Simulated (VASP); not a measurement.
A run of VASP 6.6.1:

Contents of POSCAR:

```
NaF
1.0
    0.0000000000      2.2971680881      2.2971680881
    2.2971680881      0.0000000000      2.2971680881
    2.2971680881      2.2971680881      0.0000000000
Na F
1 1
Direct
    0.0000000000      0.0000000000      0.0000000000
    0.5000000000      0.5000000000      0.5000000000
```

File INCAR.step1:

```
ALGO = Normal
EDIFF = 1E-4
ENCUT = 520
GGA = PE
ISMEAR = 0
LASPH = T
LCHARG = F
LREAL = F
LWAVE = T
NBANDS = 14
NELM = 80
PREC = Accurate
SIGMA = 0.01
```

Contents of INCAR.step2:

```
ALGO = Normal
EDIFF = 1E-6
ENCUT = 520
ISIF = 2
ISMEAR = 0
ISTART = 1
LASPH = T
LCHARG = F
LMIXTAU = T
LREAL = F
LWAVE = F
METAGGA = R2SCAN
NBANDS = 14
NELM = 80
PREC = Accurate
SIGMA = 0.01
```

The input KPOINTS:

```
k-points
0
Gamma
  8 8 8
```

Potentials or basis: VASP PAW PBE potentials, release 64 (Na_pv, F).

The run is started by

```bash
$ cat potpaw_PBE.64/Na_pv/POTCAR potpaw_PBE.64/F/POTCAR > POTCAR
$ cp INCAR.step1 INCAR
$ mpirun -np 1 vasp_std > vasp.out
$ cp INCAR.step2 INCAR
$ mpirun -np 1 vasp_std > vasp.out
```

Hardware: 1 thread of AMD EPYC 7R43 64-Core Processor (Zen 3), with other jobs on the host.

Task: How long does it take, and how much memory?

Result: Wall time 32 s on 1 thread of AMD EPYC 7R43 64-Core Processor (Zen 3), on a shared host, peak memory 0.1 GiB. Counts: k points 29.
